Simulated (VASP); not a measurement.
The system is MnO.

```xyz
2
Lattice="0.0000 2.2675 2.2675 2.2675 0.0000 2.2675 2.2675 2.2675 0.0000" Properties=species:S:1:pos:R:3 pbc="T T T"
Mn    0.0000    0.0000    0.0000
O     2.2675    2.2675    2.2675
```

Base run:

```yaml
Program: VASP 6.6.1
Functional: r2SCAN
Potentials_or_basis: VASP PAW PBE potentials, release 64 (Mn_pv, O)
Cutoff: 520 eV
k_mesh: 10 × 10 × 10
Occupations: fermi-dirac, width 0.05 eV
Spin: collinear spin, ferromagnetic start
Starting_moments: "[4.0, 0.0] μB"
```

Its results: pressure -8.2 GPa; net moment 5.00 μB per cell; site moments Mn +4.56; O +0.21 μB.

Problem. After a change of settings the same cell gave: pressure -2.1 GPa; net moment 4.93 μB per cell; site moments Mn +4.46; O +0.20 μB. Which change was it?
A. functional from r2SCAN to PBEsol; further incar settings from ALGO = Normal; EDIFF = 1e-06; NBANDS = 20 to ALGO = Normal; EDIFF = 1e-07; NBANDS = 20
B. functional from r2SCAN to revPBE
C. functional from r2SCAN to LDA; potentials or basis from VASP PAW PBE potentials, release 64 (Mn_pv, O) to VASP PAW LDA potentials, release 64 (Mn_pv, O)
D. functional from r2SCAN to PBEsol; dispersion from none to D4

Solution. B.

Caveats: the PAW data sets were made with another functional, which shifts forces and pressure a little; a cell with one magnetic atom can't hold antiferromagnetic order, which such compounds often take.
